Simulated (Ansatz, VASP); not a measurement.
## Two plane-wave programs on SiC2

```
CELL_PARAMETERS angstrom
2.67882 0.00000 0.00000
-1.33941 2.31992 0.00000
0.00000 0.00000 13.13808
ATOMIC_POSITIONS crystal
Si 0.66667 0.33333 0.83333
Si 0.66667 0.33333 0.16667
C 0.33333 0.66667 0.66667
C 0.33333 0.66667 0.00000
C 0.33333 0.66667 0.33333
C 0.66667 0.33333 0.50000
```

Alike in both runs: task relaxation of cell and atoms; functional PBE; k mesh 6 × 6 × 2; occupations gaussian, width 0.1 eV; no spin polarisation.

|  | VASP | Ansatz |
| --- | --- | --- |
| version | VASP 6.6.1 | Ansatz 0.2.0 |
| potentials or method | VASP PAW PBE potentials, release 64 (Si, C), cutoff 600 eV | scalar-relativistic, plane waves, PAW |
| valence electrons in the cell | 24 | 24 |

|  | VASP | Ansatz | Ansatz less VASP |
| --- | --- | --- | --- |
| gap on the k mesh at the Fermi level, each at its own relaxed structure (eV) | none | none | - |
| relaxed volume (Å³/atom) | 8.25 | 8.25 | +0.004 |
| relaxed cell length with the largest relative difference (Å) | 2.705 | 2.706 | +0.0011 |

A gap of «none» marks a metal or a gap that the smearing closes.

The k mesh is coarse, so the values compare programs but aren't converged. Noted on VASP's run: the volume moved by over 15 % at a fixed basis, so the end points are rough.
